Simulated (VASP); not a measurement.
# TiBeH2 (P4/mmm) in VASP: a series of runs

Runs on TiBeH2. Level: PBE. Tasks: relaxation of cell and atoms, single point.

Program: VASP 6.6.1. These are calculated values, not measurements. Logs are shortened: lines on timing, memory, paths and dates and some standing lists are left out, and cuts for length are marked.

## (1) The cell of the first run

It takes space group P4/mmm (No. 123, tetragonal). Conventional cell: a = 2.798 Å, b = 2.798 Å, c = 3.728 Å, α = 90.00°, β = 90.00°, γ = 90.00°. Within 2.5 Å of Ti (site symmetry 4/mmm) lie 6 H at 1.86 to 1.98 Å. Be (site symmetry 4/mmm) has 6 H at 1.86 to 1.98 Å within 2.5 Å. H (site symmetry 4/mmm) has 2 Be at 1.86 Å and 4 Ti at 1.98 Å within 2.5 Å. Within 2.5 Å of H (site symmetry 4/mmm) lie 2 Ti at 1.86 Å and 4 Be at 1.98 Å.

## (2) Relaxation of cell and atoms, PBE

INCAR reads:

```
ALGO     = Normal         # electronic algorithm
EDIFF    = 1E-6           # SCF threshold, eV
EDIFFG   = -0.04          # ionic threshold
ENCUT    = 600            # plane-wave cutoff, eV
GGA      = PE             # functional
IBRION   = 2              # ionic algorithm
ISIF     = 3              # what is computed and relaxed
ISMEAR   = 0              # smearing method
LASPH    = True           # aspherical terms in the spheres
LCHARG   = False          # write CHGCAR
LREAL    = False          # projectors in reciprocal space
LWAVE    = False          # write WAVECAR
NELM     = 60             # most SCF steps
NSW      = 90             # ionic steps
PREC     = Accurate       # precision mode
SIGMA    = 0.1            # smearing width, eV
```

KPOINTS reads:

```
k-points
0
Gamma
  6 6 6
```

POSCAR reads:

```
TiBeH2
1.0
    2.7981979369      0.0000000000      0.0000000000
    0.0000000000      2.7981979369      0.0000000000
    0.0000000000      0.0000000000      3.7275863048
Ti Be H
1 1 2
Direct
    0.5000000000      0.5000000000      0.5000000000
    0.0000000000      0.0000000000      0.0000000000
    0.0000000000      0.0000000000      0.5000000000
    0.5000000000      0.5000000000      0.0000000000
```

Potentials or basis: VASP PAW PBE potentials, release 64 (Ti_sv, Be, H).

On the command line:

```
cat potpaw_PBE.64/Ti_sv/POTCAR potpaw_PBE.64/Be/POTCAR potpaw_PBE.64/H/POTCAR > POTCAR
mpirun -np 1 vasp_std > vasp.out
```

OUTCAR:

```text
EDIFF = 1E-6
   EDIFFG = -0.04
   ENCUT = 600
   GGA = PE
   IBRION = 2
   ISIF = 3
   ISMEAR = 0
   LASPH = True
   LREAL = False
   NELM = 60
   NSW = 90
   PREC = Accurate

 ion  position               nearest neighbor table
   1  0.500  0.500  0.500-   4 1.86   4 1.86
   2  0.000  0.000  0.000-
   3  0.000  0.000  0.500-
   4  0.500  0.500  0.000-   1 1.86   1 1.86

  LATTYP: Found a simple tetragonal cell.
 ALAT       =     2.7981979369
 C/A-ratio  =     1.3321381792

  Lattice vectors:

 A1 = (   2.7981979369,   0.0000000000,   0.0000000000)
 A2 = (   0.0000000000,   2.7981979369,   0.0000000000)
 A3 = (   0.0000000000,   0.0000000000,   3.7275863048)

Analysis of symmetry for initial positions (statically):
=====================================================================
 Subroutine PRICEL returns:
 Original cell was already a primitive cell.

 Routine SETGRP: Setting up the symmetry group for a
 simple tetragonal supercell.

 Subroutine GETGRP returns: Found 16 space group operations
 (whereof 16 operations were pure point group operations)
 out of a pool of 16 trial point group operations.

The static configuration has the point symmetry D_4h.

Analysis of symmetry for dynamics (positions and initial velocities):
=====================================================================
 Subroutine PRICEL returns:
 Original cell was already a primitive cell.

 Routine SETGRP: Setting up the symmetry group for a
 simple tetragonal supercell.

 Subroutine GETGRP returns: Found 16 space group operations
 (whereof 16 operations were pure point group operations)
 out of a pool of 16 trial point group operations.

The dynamic configuration has the point symmetry D_4h.

 Subroutine INISYM returns: Found 16 space group operations
 (whereof 16 operations are pure point group operations),
 and found     1 'primitive' translations

----------------------------------------------------------------------------------------

                                     Primitive cell

  volume of cell :      29.1867

  direct lattice vectors                    reciprocal lattice vectors
     2.798197937  0.000000000  0.000000000     0.357372860  0.000000000  0.000000000
     0.000000000  2.798197937  0.000000000     0.000000000  0.357372860  0.000000000
     0.000000000  0.000000000  3.727586305     0.000000000  0.000000000  0.268270113

  length of vectors
[... 95 lines left out ...]
   TEBEG  =    0.0;   TEEND  =   0.0 temperature during run
   PSTRESS=    0.0 pullay stress
   NELECT =      16.0000    total number of electrons
   NUPDOWN=      -1.0000    fix difference up-down
   EMIN   =  10.00;   EMAX   =-10.00  energy-range for DOS
   EFERMI =   0.00;   METHOD = LEGACY
   ISMEAR =     0;   SIGMA  =   0.10  broadening in eV -4-tet -1-fermi 0-gaus
   EFERMI_NEDOS =   21; number of points for ismear=-14 and -15
   IALGO  =     38    algorithm
   IMIX   =      4    mixing-type and parameters
     AMIX     =   0.40;   BMIX     =  1.00
     AMIX_MAG =   1.60;   BMIX_MAG =  1.00
  volume/ion in A,a.u.               =       7.30        49.24
  Fermi-wavevector in a.u.,A,eV,Ry     =   1.339841  2.531933 24.424828  1.795174
  Thomas-Fermi vector in A             =   2.468201
   LORBIT       =      0    0 simple, 1 ext, 2 COOP (PROOUT), +10 PAW based schemes
   GGA     = PE    functional components
   LHFCALC =     F    Hartree Fock is set to
   AEXX    =    0.0000 exact exchange contribution
   IVDW    =     0    specifies the selected vdW correction
   LEPSILON=     F    determine dielectric tensor
   LRPA    =     F    only Hartree local field effects (RPA)
 conjugate gradient relaxation of ions
 non-spin polarized calculation
 Gauss-broadening in eV      SIGMA  =   0.10
  energy-cutoff  :      600.00
  volume of cell :       29.19
 maximum number of plane-waves:       992
 NGX is ok and might be reduce to    24

 number of electron      15.9999996 magnetization

 Free energy of the ion-electron system (eV)
  ---------------------------------------------------
  ext. energy  EPLUGINS =         0.00000000
  ---------------------------------------------------
  free energy    TOTEN  =       -18.56592495 eV

  energy without entropy =      -18.56340639  energy(sigma->0) =      -18.56466567

 E-fermi :   7.7737     XC(G=0): -11.4046

 val. band max:        7.6972266916   @ k =   0.0000   0.0000   0.1667
 cond. band min:       7.8488175685   @ k =   0.1667   0.1667   0.5000
 fundamental gap:      0.1515908769
 Fermi energy:         7.7737196080

 k-point     1 :       0.0000    0.0000    0.0000
  band No.  band energies     occupation
      1     -48.6963      2.00000
      2     -25.1080      2.00000
      3     -24.6775      2.00000
      4     -24.6774      2.00000
      5      -3.2968      2.00000
      6       1.5887      2.00000
      7       6.7460      2.00000
      8       7.5866      1.99188
      9      10.1628      0.00000
     10      10.1628      0.00000
     11      11.0395      0.00000
     12      13.7672      0.00000
[... 331 lines left out ...]
 k-point    24 :       0.5000    0.0000    0.3333
  band No.  band energies     occupation
      1     -48.6243      2.00000
      2     -25.2508      2.00000
      3     -25.0887      2.00000
      4     -24.6226      2.00000
      5       0.9789      2.00000
      6       1.3848      2.00000
      7       3.8861      2.00000
      8       6.4731      2.00000
      9       9.0959      0.00000
     10      10.1344      0.00000
     11      10.1965      0.00000
     12      12.3831      0.00000

 [... further k-points ...]
[... 5 lines left out ...]
  --------------------------------------------------------------------------------------
  -------------------------------------------------------------------------------------
  Total       -0.0086812     -0.0086812     -0.0310109      0.0000000     -0.0000000      0.0000000
  in kB       -0.4765468     -0.4765468     -1.7023195      0.0000000     -0.0000000      0.0000000
  external PRESSURE =      -0.8851377 kB  Pullay stress =       0.0000000 kB

 VOLUME and BASIS-vectors are now :
 -----------------------------------------------------------------------------
  energy-cutoff  :      600.00
  volume of cell :       29.19
      direct lattice vectors                 reciprocal lattice vectors
     2.798197937  0.000000000  0.000000000     0.357372860  0.000000000  0.000000000
     0.000000000  2.798197937  0.000000000     0.000000000  0.357372860  0.000000000
     0.000000000  0.000000000  3.727586305     0.000000000  0.000000000  0.268270113

 POSITION                                       TOTAL-FORCE (eV/Angst)
 -----------------------------------------------------------------------------------
      1.39910      1.39910      1.86379         0.000000      0.000000      0.000000
      0.00000      0.00000      0.00000         0.000000      0.000000      0.000000
      0.00000      0.00000      1.86379         0.000000      0.000000      0.000000
      1.39910      1.39910      0.00000         0.000000      0.000000      0.000000
 -----------------------------------------------------------------------------------
    total drift:                                0.000000      0.000000     -0.000000

  FREE ENERGIE OF THE ION-ELECTRON SYSTEM (eV)
  ---------------------------------------------------
  free  energy   TOTEN  =       -18.5659249502 eV

  energy  without entropy=      -18.5634063886  energy(sigma->0) =      -18.56466567

 reached required accuracy - stopping structural energy minimisation
```

CONTCAR:

```text
TiBeH2
   1.00000000000000
     2.7981979368999998    0.0000000000000000    0.0000000000000000
     0.0000000000000000    2.7981979368999998    0.0000000000000000
     0.0000000000000000    0.0000000000000000    3.7275863048000000
  Ti              Be              H
     1     1     2
Direct
     0.5000000000000000    0.5000000000000000    0.5000000000000000
     0.0000000000000000    0.0000000000000000    0.0000000000000000
     0.0000000000000000    0.0000000000000000    0.5000000000000000
     0.5000000000000000    0.5000000000000000    0.0000000000000000

  0.00000000E+00  0.00000000E+00  0.00000000E+00
  0.00000000E+00  0.00000000E+00  0.00000000E+00
  0.00000000E+00  0.00000000E+00  0.00000000E+00
  0.00000000E+00  0.00000000E+00  0.00000000E+00
```

Run time: 18 s. Hardware: 1 thread of Intel Xeon Platinum 8259CL at 2.50GHz (Skylake/Cascade Lake), shared host; peak memory 0.16 GiB.

What came out:

```
Free energy             : -18.5659 eV
Pressure after relaxing : -0.1 GPa
Band gap on the k mesh  : zero (band 8 reaches 8.44 eV, above the bottom of band 9 at 7.42 eV)
```

Stress tensor (GPa, compression positive):
```
-0.05  0.00  0.00
 0.00 -0.05  0.00
 0.00  0.00 -0.17
```

Final structure:
```
CELL_PARAMETERS angstrom
2.79820 0.00000 0.00000
0.00000 2.79820 0.00000
0.00000 0.00000 3.72759
ATOMIC_POSITIONS crystal
Ti 0.50000 0.50000 0.50000
Be 0.00000 0.00000 0.00000
H 0.00000 0.00000 0.50000
H 0.50000 0.50000 0.00000
```

Caveat: the k points lie up to 0.37 Å⁻¹ apart in the final cell; the relaxation stopped at its first step, so nothing moved.

## (3) Single point, PBE

INCAR reads:

```
ALGO = Normal
EDIFF = 1E-6
ENCUT = 520
GGA = PE
ISIF = 2
ISMEAR = 0
LASPH = True
LCHARG = True
LELF = True
LREAL = False
LVHAR = True
LWAVE = False
NBANDS = 16
NELM = 100
PREC = Accurate
SIGMA = 0.1
```

KPOINTS reads:

```
k-points
0
Gamma
  16 16 12
```

POSCAR reads:

```
TiBeH2
1.0
    2.8041717574      0.0000000000      0.0000000000
    0.0000000000      2.8041717574      0.0000000000
    0.0000000000      0.0000000000      3.7071164973
Ti Be H
1 1 2
Direct
    0.5000000000      0.5000000000      0.5000000000
    0.0000000000      0.0000000000      0.0000000000
    0.0000000000      0.0000000000      0.5000000000
    0.5000000000      0.5000000000      0.0000000000
```

Potentials or basis: VASP PAW PBE potentials, release 64 (Ti_sv, Be, H).

On the command line:

```
cat potpaw_PBE.64/Ti_sv/POTCAR potpaw_PBE.64/Be/POTCAR potpaw_PBE.64/H/POTCAR > POTCAR
mpirun -np 1 vasp_std > vasp.out
```

Run time: 2.5 min. Hardware: 1 thread of Intel Xeon Platinum 8259CL at 2.50GHz (Skylake/Cascade Lake), shared host; peak memory 0.27 GiB.

The run converged. Its results:

* Free energy: -18.5574 eV
* Pressure: -0.1 GPa
* Band gap on the k mesh: zero (band 8 reaches 8.59 eV, above the bottom of band 9 at 7.36 eV)

Levels at points of the mesh, in eV from the Fermi level:
| k point | band 6 | band 7 | band 8 | band 9 | band 10 | band 11 |
| --- | --- | --- | --- | --- | --- | --- |
| (0.00, 0.00, 0.00) | -6.31 | -1.21 | -0.24 | 2.23 | 2.23 | 3.05 |
| (0.50, 0.00, 0.00) | -7.00 | -1.97 | -1.51 | 0.93 | 2.06 | 2.54 |
| (0.50, 0.50, 0.00) | -5.35 | -1.29 | -1.29 | 0.12 | 0.12 | 4.02 |
| (0.00, 0.00, 0.50) | -8.66 | -1.04 | 0.61 | 1.28 | 1.28 | 3.07 |
| (0.50, 0.00, 0.50) | -6.35 | -4.61 | -1.59 | 1.19 | 1.61 | 2.16 |
| (0.50, 0.50, 0.50) | -3.33 | -2.98 | -2.98 | 2.04 | 2.28 | 4.15 |

## (4) Single point, PBE

This run uses another cell than the first one: it holds 8 atoms, not 4.

INCAR reads:

```
SYSTEM = TiBeH2
PREC = Accurate
ENCUT = 520
EDIFF = 1E-6
ISMEAR = 0
SIGMA = 0.2
LREAL = .FALSE.
LASPH = .TRUE.
NELM = 100
ALGO = Normal
ISIF = 2
LWAVE = .FALSE.
LCHARG = .FALSE.
GGA = PE
NBANDS = 26
```

KPOINTS reads:

```
regular mesh
0
G
  8 6 4
  0 0 0
```

POSCAR reads:

```
TiBeH2
1.0
    0.0000000000      2.8041717574      0.0000000000
    0.0000000000      0.0000000000      3.7071164973
    5.6083435149      0.0000000000      0.0000000000
Ti Be H
2 2 4
Direct
    0.5000000000      0.5000000000      0.2500000000
    0.5000000000      0.5000000000      0.7500000000
    0.0000000000      0.0000000000      0.0000000000
    0.0000000000      0.0000000000      0.5000000000
    0.0000000000      0.5000000000      0.5000000000
    0.0000000000      0.5000000000      0.0000000000
    0.5000000000      0.0000000000      0.2500000000
    0.5000000000      0.0000000000      0.7500000000
```

Potentials or basis: VASP PAW PBE potentials, release 64 (Ti_sv, Be, H).

On the command line:

```
cat potpaw_PBE.64/Ti_sv/POTCAR potpaw_PBE.64/Be/POTCAR potpaw_PBE.64/H/POTCAR > POTCAR
mpirun -np 1 vasp_std > vasp.out
```

OUTCAR:

```text
SYSTEM = TiBeH2
   PREC = Accurate
   ENCUT = 520
   EDIFF = 1E-6
   ISMEAR = 0
   LREAL = .FALSE.
   LASPH = .TRUE.
   NELM = 100
   ISIF = 2
   GGA = PE

 ion  position               nearest neighbor table
   1  0.500  0.500  0.250-   7 1.85   7 1.85   2 2.80   2 2.80
   2  0.500  0.500  0.750-   8 1.85   8 1.85   1 2.80   1 2.80
   3  0.000  0.000  0.000-
   4  0.000  0.000  0.500-
   5  0.000  0.500  0.500-
   6  0.000  0.500  0.000-
   7  0.500  0.000  0.250-   1 1.85   1 1.85
   8  0.500  0.000  0.750-   2 1.85   2 1.85

  LATTYP: Found a simple orthorhombic cell.
 ALAT       =     2.8041717574
 B/A-ratio  =     1.3220005114
 C/A-ratio  =     2.0000000000

  Lattice vectors:

 A1 = (   0.0000000000,   2.8041717574,   0.0000000000)
 A2 = (   0.0000000000,   0.0000000000,   3.7071164973)
 A3 = (   5.6083435149,   0.0000000000,   0.0000000000)

Analysis of symmetry for initial positions (statically):
=====================================================================
[... 195 lines left out ...]
  free energy    TOTEN  =       -37.13403106 eV

  energy without entropy =      -37.11812608  energy(sigma->0) =      -37.12607857

 E-fermi :   7.9187     XC(G=0): -11.4098

 val. band max:        7.7814409376   @ k =   0.0000   0.1667   0.0000
 cond. band min:       7.9627934100   @ k =   0.2500   0.0000   0.2500
 fundamental gap:      0.1813524724
 Fermi energy:         7.9187095152

 k-point     1 :       0.0000    0.0000    0.0000
  band No.  band energies     occupation
      1     -48.7258      2.00000
      2     -48.6574      2.00000
      3     -25.3069      2.00000
      4     -25.0832      2.00000
      5     -25.0188      2.00000
      6     -24.7398      2.00000
[... 685 lines left out ...]
     25      13.1472      0.00000
     26      13.6375      0.00000

 [... further k-points ...]
[... 5 lines left out ...]
  --------------------------------------------------------------------------------------
  -------------------------------------------------------------------------------------
  Total       -0.1313769     -0.1319227     -0.0091678      0.0000000     -0.0000000      0.0000000
  in kB       -3.6103890     -3.6253906     -0.2519416      0.0000000     -0.0000000      0.0000000
  external PRESSURE =      -2.4959071 kB  Pullay stress =       0.0000000 kB

 VOLUME and BASIS-vectors are now :
 -----------------------------------------------------------------------------
  energy-cutoff  :      520.00
  volume of cell :       58.30
      direct lattice vectors                 reciprocal lattice vectors
     0.000000000  2.804171757  0.000000000     0.000000000  0.356611537  0.000000000
     0.000000000  0.000000000  3.707116497     0.000000000  0.000000000  0.269751436
     5.608343515  0.000000000  0.000000000     0.178305768  0.000000000  0.000000000

 POSITION                                       TOTAL-FORCE (eV/Angst)
 -----------------------------------------------------------------------------------
      1.40209      1.40209      1.85356         0.000000      0.000000     -0.000000
      4.20626      1.40209      1.85356        -0.000000      0.000000     -0.000000
      0.00000      0.00000      0.00000        -0.000000     -0.000000      0.000000
      2.80417      0.00000      0.00000        -0.000000     -0.000000      0.000000
      2.80417      0.00000      1.85356        -0.000000     -0.000000      0.000000
      0.00000      0.00000      1.85356        -0.000000     -0.000000      0.000000
      1.40209      1.40209      0.00000        -0.000000     -0.000000      0.000000
      4.20626      1.40209      0.00000        -0.000000     -0.000000      0.000000
 -----------------------------------------------------------------------------------
    total drift:                               -0.000000      0.000000     -0.000000

  FREE ENERGIE OF THE ION-ELECTRON SYSTEM (eV)
  ---------------------------------------------------
  free  energy   TOTEN  =       -37.1340310588 eV

  energy  without entropy=      -37.1181260844  energy(sigma->0) =      -37.12607857
```

OSZICAR:

```text
N       E                     dE             d eps       ncg     rms          rms(c)
DAV:   1     0.329949972744E+03    0.32995E+03   -0.15642E+04  3120   0.140E+03
DAV:   2    -0.387148598323E+01   -0.33382E+03   -0.32105E+03  3142   0.422E+02
DAV:   3    -0.390728002079E+02   -0.35201E+02   -0.34139E+02  5592   0.118E+02
DAV:   4    -0.411842657246E+02   -0.21115E+01   -0.20992E+01  4064   0.268E+01
DAV:   5    -0.413026146850E+02   -0.11835E+00   -0.11832E+00  4828   0.483E+00    0.188E+01
DAV:   6    -0.373051031831E+02    0.39975E+01   -0.17160E+01  4100   0.383E+01    0.463E+00
DAV:   7    -0.371551955414E+02    0.14991E+00   -0.25886E+00  4044   0.131E+01    0.405E+00
DAV:   8    -0.371328280116E+02    0.22368E-01   -0.29253E-01  4198   0.336E+00    0.613E-01
DAV:   9    -0.371328628314E+02   -0.34820E-04   -0.31837E-02  4434   0.141E+00    0.461E-01
DAV:  10    -0.371340609845E+02   -0.11982E-02   -0.28123E-03  4042   0.379E-01    0.343E-02
DAV:  11    -0.371340254917E+02    0.35493E-04   -0.32337E-04  4566   0.133E-01    0.550E-02
DAV:  12    -0.371340303396E+02   -0.48478E-05   -0.34495E-05  3672   0.460E-02    0.241E-02
DAV:  13    -0.371340310588E+02   -0.71926E-06   -0.81597E-06  3862   0.237E-02
   1 F= -.37134031E+02 E0= -.37126079E+02  d E =-.159050E-01
```

stdout:

```text
POSCAR found type information on POSCAR TiBeH
 POSCAR found :  3 types and       8 ions
 scaLAPACK will be used
 LDA part: xc-table for (Slater+PW92), standard interpolation
 POSCAR, INCAR and KPOINTS ok, starting setup
 FFT: planning ... GRIDC
 FFT: planning ... GRID_SOFT
 FFT: planning ... GRID
 WAVECAR not read
 entering main loop
```

Run time: 1.9 min. Hardware: 1 thread of Intel Xeon Platinum 8259CL at 2.50GHz (Skylake/Cascade Lake), shared host; peak memory 0.22 GiB.

What came out:

```yaml
Free_energy: -37.1340 eV
Pressure: -0.2 GPa
Band_gap_on_the_k_mesh: zero (band 16 reaches 8.53 eV, above the bottom of band 17 at 7.36 eV)
```

Stress tensor (GPa, compression positive):
```
-0.36  0.00  0.00
 0.00 -0.36  0.00
 0.00  0.00 -0.03
```

(Continued in part 2 of 2.)
